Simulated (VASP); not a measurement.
A run of VASP 6.6.1:

The input INCAR:

```
SYSTEM = SnO2
PREC     = Accurate       ! precision mode
ENCUT    = 520            ! plane-wave cutoff, eV
EDIFF    = 1E-6           ! SCF threshold, eV
ISMEAR   = 0              ! smearing method
SIGMA    = 0.05           ! smearing width, eV
LREAL    = .FALSE.        ! projectors in reciprocal space
LASPH    = .TRUE.         ! aspherical terms in the spheres
NELM     = 100            ! most SCF steps
ALGO     = Normal         ! electronic algorithm
ISIF     = 2              ! what is computed and relaxed
LWAVE    = .FALSE.        ! write WAVECAR
LCHARG   = .TRUE.         ! write CHGCAR
LELF     = .TRUE.         ! ELF
LVHAR    = .TRUE.       
NBANDS   = 20             ! bands
```

File KPOINTS:

```
Automatic mesh
0
G
  12 12 12
  0 0 0
```

The input POSCAR:

```
SnO2
1.0
    1.6170930752      0.9336291223      4.6565748065
   -1.6170930752      0.9336291223      4.6565748065
    0.0000000000     -1.8672582446      4.6565748065
Sn O
1 2
Direct
    0.5000000000      0.5000000000      0.5000000000
    0.2371700000      0.2371700000      0.2371700000
    0.7628300000      0.7628300000      0.7628300000
```

Potentials or basis: VASP PAW LDA potentials, release 64 (Sn_d, O).

Run with:

```sh
$ cat potpaw_LDA.64/Sn_d/POTCAR potpaw_LDA.64/O/POTCAR > POTCAR
$ mpirun -np 1 vasp_std > vasp.out
```

Hardware: 1 thread of Intel(R) Xeon(R) Platinum 8259CL CPU @ 2.50GHz (Skylake/Cascade Lake), on a shared host.

Task: How long does it take, and how much memory?

Result: Wall time 6.6 min on 1 thread of Intel(R) Xeon(R) Platinum 8259CL CPU @ 2.50GHz (Skylake/Cascade Lake), with other jobs on the host, peak memory 0.3 GiB. Counts: scf iterations 12, k points 189.
